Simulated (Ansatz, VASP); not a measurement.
**SbAs in VASP and in Ansatz**

```
CELL_PARAMETERS angstrom
3.82184 0.00000 0.00000
-1.91092 3.30981 0.00000
0.00000 0.00000 37.63733
ATOMIC_POSITIONS crystal
Sb 0.00000 0.00000 0.18675
Sb 0.33333 0.66667 0.33080
As 0.33333 0.66667 0.22716
As 0.00000 0.00000 0.37121
```

Alike in both runs: functional PBE; dispersion D3(BJ); k mesh 12 × 12 × 1; occupations gaussian, width 0.02 eV; no spin polarisation.

Ansatz relaxed the structure, and its values are those at the end. VASP's run is a single point on that final structure, the one shown.

```csv
,VASP,Ansatz
version,VASP 6.6.1,Ansatz 0.2.0
potentials or method,"VASP PAW PBE potentials, release 64 (Sb, As), cutoff 520 eV","scalar-relativistic, plane waves, PAW"
valence electrons in the cell,20,60
```

```csv
,VASP,Ansatz,Ansatz less VASP
gap on the k mesh at the Fermi level (eV),1.03,1.02,-0.016
least direct gap on the mesh (eV),1.47,1.50,+0.028
rms of the force components (eV/Å),0.049,0.000,-0.0487
```

VASP's potentials hold 20 valence electrons a cell and Ansatz's 60, so a difference there can come from the potentials and not from the codes. Ansatz's warnings: slab cell height set.

Neither program's run includes spin-orbit coupling.
